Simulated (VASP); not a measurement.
Input of a VASP 6.6.1 run:

The input INCAR:

```
SYSTEM = Sn2TeS3
PREC = Accurate
ENCUT = 520
EDIFF = 1E-6
ISMEAR = 0
SIGMA = 0.1
LREAL = .FALSE.
LASPH = .TRUE.
NELM = 60
ALGO = Normal
ISIF = 2
LWAVE = .FALSE.
LCHARG = .FALSE.
GGA = PE
NBANDS = 35
```

KPOINTS

```
regular mesh
0
G
  10 10 4
  0 0 0
```

File POSCAR:

```
Sn2TeS3
1.0
    3.5084405343      0.0000000000      0.0000000000
    0.0000000000      3.5084405343      0.0000000000
    0.0000000000      0.0000000000     10.6744889346
Sn Te S
2 1 3
Direct
    0.0000000000      0.0000000000      0.3317595780
    0.0000000000      0.0000000000      0.6682404220
    0.0000000000      0.0000000000      0.0000000000
    0.5000000000      0.5000000000      0.1772786321
    0.5000000000      0.5000000000      0.5000000000
    0.5000000000      0.5000000000      0.8227213679
```

Potentials or basis: VASP PAW PBE potentials, release 64 (Sn_d, Te, S).

Run with:

```console
$ cat potpaw_PBE.64/Sn_d/POTCAR potpaw_PBE.64/Te/POTCAR potpaw_PBE.64/S/POTCAR > POTCAR
$ mpirun -np 1 vasp_std > vasp.out
```

(1) Estimate the band gap on the k mesh.

(2) Estimate the pressure.

(3) Predict the largest force.

## Answers

(1) zero (band 26 reaches 8.84 eV, above the bottom of band 27 at 5.68 eV).

(2) -0.1 GPa.

(3) 0.007 eV/Å.

Caveat: spin-orbit coupling is left out, which moves the levels of the heavy elements.
